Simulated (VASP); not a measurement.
A run of VASP 6.6.1 is set up as follows.

File INCAR:

```
SYSTEM = Pd
PREC = Accurate ; ENCUT = 520
EDIFF = 1E-6 ; ISMEAR = -1
SIGMA = 0.1 ; LREAL = .FALSE.
LASPH = .TRUE. ; NELM = 60
ALGO = Normal ; ISIF = 2
LWAVE = .FALSE. ; LCHARG = .FALSE.
GGA = PE ; NBANDS = 17
```

Contents of KPOINTS:

```
regular mesh
0
G
  17 17 9
  0 0 0
```

The input POSCAR:

```
Pd
1.0
    2.7784509721      0.0000000000      0.0000000000
   -1.3892254860      2.4062091250      0.0000000000
    0.0000000000      0.0000000000      4.6156812806
Pd
2
Direct
    0.3333333333      0.6666666667      0.2500000000
    0.6666666667      0.3333333333      0.7500000000
```

Potentials or basis: VASP PAW PBE potentials, release 64 (Pd).

Command:

```sh
$ cat potpaw_PBE.64/Pd/POTCAR > POTCAR
$ mpirun -np 1 vasp_std > vasp.out
```

(1) Predict the band gap on the k mesh.

(2) What does it give for the pressure?

Results:

(1) zero (band 10 reaches 9.22 eV, above the bottom of band 11 at 8.47 eV).

(2) -0.3 GPa.
